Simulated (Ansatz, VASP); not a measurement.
Two plane-wave programs on C

```
CELL_PARAMETERS angstrom
0.00000 1.78014 1.78014
1.78014 0.00000 1.78014
1.78014 1.78014 0.00000
ATOMIC_POSITIONS crystal
C 0.50000 0.50000 0.50000
C 0.75000 0.75000 0.75000
```

Alike in both runs: functional r2SCAN; k mesh 12 × 12 × 12; occupations gaussian, width 0.02 eV; no spin polarisation.

Ansatz relaxed the structure, and its values are those at the end. VASP's run is a single point on that final structure, the one shown.

|  | VASP | Ansatz |
| --- | --- | --- |
| version | VASP 6.6.1 | Ansatz 0.2.0 |
| potentials or method | VASP PAW PBE potentials, release 64 (C), cutoff 660 eV | scalar-relativistic, plane waves, PAW |
| valence electrons in the cell | 8 | 8 |

VASP gave:

- gap on the k mesh at the Fermi level (eV): 4.36
- least direct gap on the mesh (eV): 5.85
- pressure (GPa): 0.1

Question: Which values does Ansatz return?

Answer: gap on the k mesh at the Fermi level (eV): 4.38; least direct gap on the mesh (eV): 5.89; pressure (GPa): 0.0.

VASP's potentials were made for PBE, not for r2SCAN. The functional is the same, so the differences come from potentials, cutoffs and numerics.
